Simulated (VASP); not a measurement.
# BN (R3m) in VASP: single point with r2SCAN

Aim: the single point of BN with r2SCAN.

Program: VASP 6.6.1. These are calculated values, not measurements. Logs are shortened: lines on timing, memory, paths and dates and some standing lists are left out, and cuts for length are marked.

**1. The cell of the first run**

It takes space group R3m (No. 160, trigonal). Conventional cell: a = 2.564 Å, b = 2.564 Å, c = 6.280 Å, α = 90.00°, β = 90.00°, γ = 120.00°. Within 2.0 Å of B (site symmetry 3m) lie 4 N at 1.50 to 1.60 Å. N (site symmetry 3m) has 4 B at 1.50 to 1.60 Å within 2.0 Å.

**2. Single point, r2SCAN**

Input file POSCAR:

```
BN
1.0
    0.0000000000      1.8130010000      1.8130010000
    1.8130010000      0.0000000000      1.8130010000
    1.8130010000      1.8130010000      0.0000000000
B N
1 1
Direct
    0.0000000000      0.0000000000      0.0000000000
    0.7141743687      0.7619418771      0.7619418771
```

Input file INCAR.step1:

```
  ALGO = Normal
  EDIFF = 1E-5
  ENCUT = 1460
  GGA = PE
  GGA_COMPAT = F
  ISMEAR = 0
  LASPH = T
  LCHARG = F
  LREAL = F
  LWAVE = T
  NBANDS = 11
  NELM = 120
  PREC = Accurate
  SIGMA = 0.05
```

Input file INCAR.step2:

```
  ALGO = Normal
  EDIFF = 1E-6
  ENCUT = 1460
  GGA_COMPAT = F
  ISIF = 2
  ISMEAR = 0
  ISTART = 1
  LASPH = T
  LCHARG = T
  LELF = T
  LMIXTAU = T
  LREAL = F
  LVHAR = T
  LWAVE = F
  METAGGA = R2SCAN
  NBANDS = 11
  NELM = 120
  PREC = Accurate
  SIGMA = 0.05
```

Input file KPOINTS:

```
k-points
0
Gamma
  12 12 12
```

Potentials or basis: VASP PAW PBE potentials, release 64 (B_h, N_h).

Run with:

```sh
> cat potpaw_PBE.64/B_h/POTCAR potpaw_PBE.64/N_h/POTCAR > POTCAR
> cp INCAR.step1 INCAR
> mpirun -np 1 vasp_std > vasp.out
> cp INCAR.step2 INCAR
> mpirun -np 1 vasp_std > vasp.out
```

OUTCAR:

```text
EDIFF = 1E-6
   ENCUT = 1460
   ISIF = 2
   ISMEAR = 0
   ISTART = 1
   LASPH = T
   LREAL = F
   METAGGA = R2SCAN
   NELM = 120
   PREC = Accurate

 ion  position               nearest neighbor table
   1  0.000  0.000  0.000-
   2  0.714  0.762  0.762-

  LATTYP: Found a face centered cubic cell.
 ALAT       =     3.6260020000

  Lattice vectors:

 A1 = (   0.0000000000,   1.8130010000,   1.8130010000)
 A2 = (   1.8130010000,   0.0000000000,   1.8130010000)
 A3 = (   1.8130010000,   1.8130010000,   0.0000000000)

Analysis of symmetry for initial positions (statically):
=====================================================================
 Subroutine PRICEL returns:
 Original cell was already a primitive cell.

 Routine SETGRP: Setting up the symmetry group for a
 face centered cubic supercell.

 Subroutine GETGRP returns: Found  6 space group operations
 (whereof  6 operations were pure point group operations)
 out of a pool of 48 trial point group operations.

The static configuration has the point symmetry C_3v.

Analysis of symmetry for dynamics (positions and initial velocities):
=====================================================================
 Subroutine PRICEL returns:
 Original cell was already a primitive cell.

 Routine SETGRP: Setting up the symmetry group for a
 face centered cubic supercell.

 Subroutine GETGRP returns: Found  6 space group operations
 (whereof  6 operations were pure point group operations)
 out of a pool of 48 trial point group operations.

The dynamic configuration has the point symmetry C_3v.

 Subroutine INISYM returns: Found  6 space group operations
 (whereof  6 operations are pure point group operations),
 and found     1 'primitive' translations

----------------------------------------------------------------------------------------

                                     Primitive cell

  volume of cell :      11.9186

  direct lattice vectors                    reciprocal lattice vectors
     0.000000000  1.813001000  1.813001000    -0.275785838  0.275785838  0.275785838
     1.813001000  0.000000000  1.813001000     0.275785838 -0.275785838  0.275785838
     1.813001000  1.813001000  0.000000000     0.275785838  0.275785838 -0.275785838

  length of vectors
[... 87 lines left out ...]
   NFREE  =      0    steps in history (QN), initial steepest desc. (CG)
   ISIF   =      2    stress and relaxation
   ISYM   =      2    0-nonsym 1-usesym 2-fastsym
   POTIM  = 0.5000    time-step for ionic-motion
   TEBEG  =    0.0;   TEEND  =   0.0 temperature during run
   PSTRESS=    0.0 pullay stress
   NELECT =       8.0000    total number of electrons
   NUPDOWN=      -1.0000    fix difference up-down
   EMIN   =  10.00;   EMAX   =-10.00  energy-range for DOS
   EFERMI =   0.00;   METHOD = LEGACY
   ISMEAR =     0;   SIGMA  =   0.05  broadening in eV -4-tet -1-fermi 0-gaus
   EFERMI_NEDOS =   21; number of points for ismear=-14 and -15
   IALGO  =     38    algorithm
   IMIX   =      4    mixing-type and parameters
     AMIX     =   0.40;   BMIX     =  1.00
     AMIX_MAG =   1.60;   BMIX_MAG =  1.00
  volume/ion in A,a.u.               =       5.96        40.22
  Fermi-wavevector in a.u.,A,eV,Ry     =   1.433387  2.708709 27.954506  2.054598
  Thomas-Fermi vector in A             =   2.552911
   LORBIT       =      0    0 simple, 1 ext, 2 COOP (PROOUT), +10 PAW based schemes
   METAGGA = R2SCAN    functional components
   LHFCALC =     F    Hartree Fock is set to
   AEXX    =    0.0000 exact exchange contribution
   IVDW    =     0    specifies the selected vdW correction
   LEPSILON=     F    determine dielectric tensor
   LRPA    =     F    only Hartree local field effects (RPA)
 non-spin polarized calculation
 Gauss-broadening in eV      SIGMA  =   0.05
  energy-cutoff  :     1460.00
  volume of cell :       11.92
 maximum number of plane-waves:      1540
   NGX = 15   NGY = 15   NGZ = 15

 number of electron       8.0000000 magnetization

 Free energy of the ion-electron system (eV)
  ---------------------------------------------------
  ext. energy  EPLUGINS =         0.00000000
  ---------------------------------------------------
  free energy    TOTEN  =       -19.12684988 eV

  energy without entropy =      -19.12684988  energy(sigma->0) =      -19.12684988

 E-fermi :   9.5233     XC(G=0): -13.7065

 val. band max:        9.1863901048   @ k =   0.0000   0.0000   0.0000
 cond. band min:      13.7256516607   @ k =   0.5000   0.5000   0.0000
 fundamental gap:      4.5392615560
 Fermi energy:         9.5232646380

 k-point     1 :       0.0000    0.0000    0.0000
  band No.  band energies     occupation
      1     -12.3876      2.00000
      2       7.9386      2.00000
      3       9.1864      2.00000
      4       9.1864      2.00000
      5      17.9884      0.00000
      6      17.9884      0.00000
      7      18.9385      0.00000
      8      19.8093      0.00000
      9      34.7076      0.00000
     10      37.3911      0.00000
     11      37.3911      0.00000
[... 309 lines left out ...]
 k-point    24 :       0.4167    0.0833    0.0000
  band No.  band energies     occupation
      1      -8.9446      2.00000
      2      -0.8850      2.00000
      3       6.6489      2.00000
      4       6.8004      2.00000
      5      19.3530      0.00000
      6      20.3970      0.00000
      7      21.2493      0.00000
      8      25.0071      0.00000
      9      31.3762      0.00000
     10      35.1511      0.00000
     11      36.2359      0.00000

 [... further k-points ...]

------------------------ aborting loop because EDIFF is reached ----------------------------------------

  FORCE on cell =-STRESS in cart. coord.  units (eV):
  Direction    XX          YY          ZZ          XY          YZ          ZX
  --------------------------------------------------------------------------------------
  -------------------------------------------------------------------------------------
  Total       -0.2793283     -0.2793283     -0.2793283     -0.1002687      0.1002687     -0.1002687
  in kB      -37.5492614    -37.5492614    -37.5492614    -13.4788206     13.4788206    -13.4788206
  external PRESSURE =     -37.5492614 kB  Pullay stress =       0.0000000 kB

 VOLUME and BASIS-vectors are now :
 -----------------------------------------------------------------------------
  energy-cutoff  :     1460.00
  volume of cell :       11.92
      direct lattice vectors                 reciprocal lattice vectors
     0.000000000  1.813001000  1.813001000    -0.275785838  0.275785838  0.275785838
     1.813001000  0.000000000  1.813001000     0.275785838 -0.275785838  0.275785838
     1.813001000  1.813001000  0.000000000     0.275785838  0.275785838 -0.275785838

 POSITION                                       TOTAL-FORCE (eV/Angst)
 -----------------------------------------------------------------------------------
      0.00000      0.00000      0.00000         1.205374     -1.205374     -1.205374
      2.76280      2.67620      2.67620        -1.205374      1.205374      1.205374
 -----------------------------------------------------------------------------------
    total drift:                                0.001081     -0.001080     -0.001080

  FREE ENERGIE OF THE ION-ELECTRON SYSTEM (eV)
  ---------------------------------------------------
  free  energy   TOTEN  =       -19.1268498788 eV

  energy  without entropy=      -19.1268498788  energy(sigma->0) =      -19.12684988
```

OSZICAR.step1:

```text
N       E                     dE             d eps       ncg     rms          rms(c)
DAV:   1     0.307758177548E+02    0.30776E+02   -0.84287E+03  4158   0.161E+03
DAV:   2    -0.163017902728E+02   -0.47078E+02   -0.44453E+02  5622   0.218E+02
DAV:   3    -0.183339387176E+02   -0.20321E+01   -0.20259E+01  5033   0.394E+01
DAV:   4    -0.183413152936E+02   -0.73766E-02   -0.73758E-02  4587   0.277E+00
DAV:   5    -0.183413436246E+02   -0.28331E-04   -0.28331E-04  4857   0.176E-01    0.603E+00
DAV:   6    -0.174706244866E+02    0.87072E+00   -0.30210E+00  4322   0.964E+00    0.233E+00
DAV:   7    -0.174096830088E+02    0.60941E-01   -0.12516E-01  4796   0.294E+00    0.123E+00
DAV:   8    -0.173972367153E+02    0.12446E-01   -0.38473E-02  4734   0.142E+00    0.145E-01
DAV:   9    -0.173975052804E+02   -0.26857E-03   -0.25268E-03  4413   0.344E-01    0.721E-02
DAV:  10    -0.173975583795E+02   -0.53099E-04   -0.24937E-04  4803   0.136E-01    0.126E-02
DAV:  11    -0.173975648830E+02   -0.65035E-05   -0.21032E-05  4668   0.421E-02
   1 F= -.17397565E+02 E0= -.17397565E+02  d E =-.830563E-28
```

Wall time 1.7 min (1 thread of Intel Xeon 6975P-C (Granite Rapids), shared host); peak memory 0.26 GiB.

What came out:

```yaml
Free_energy: -19.1268 eV
Pressure: -3.8 GPa
Largest_force: 2.088 eV/Å
Band_gap_on_the_k_mesh: 4.54 eV (least direct gap 8.80 eV)
```

Forces on the atoms (eV/Å):
```
B    1.205 -1.205 -1.205
N   -1.205  1.205  1.205
```

Stress tensor (GPa, compression positive):
```
-3.75 -1.35 -1.35
-1.35 -3.75  1.35
-1.35  1.35 -3.75
```

Levels at points of the mesh, in eV from the valence-band top:
```csv
k point,band 1,band 2,band 3,band 4,band 5,band 6,band 7,band 8
"(0.00, 0.00, 0.00)",-21.57,-1.25,0.00,0.00,8.80,8.80,9.75,10.62
"(0.50, 0.00, 0.00)",-17.36,-11.60,-2.24,-2.24,10.31,11.32,11.32,16.30
"(0.00, 0.50, 0.00)",-17.33,-11.30,-2.99,-1.87,9.96,10.05,12.19,15.75
"(0.50, 0.50, 0.00)",-15.94,-9.66,-5.58,-5.25,4.54,9.28,18.40,19.33
```

Caveat: the cell differs from its parent crystal (all N atoms moved +0.075 Å, as atom 2 towards its neighbour atom 1 (B) at 1.570 Å); the cell stands under tension; the PAW data sets were made with another functional, which shifts forces and pressure a little. A k mesh can miss the band edges.
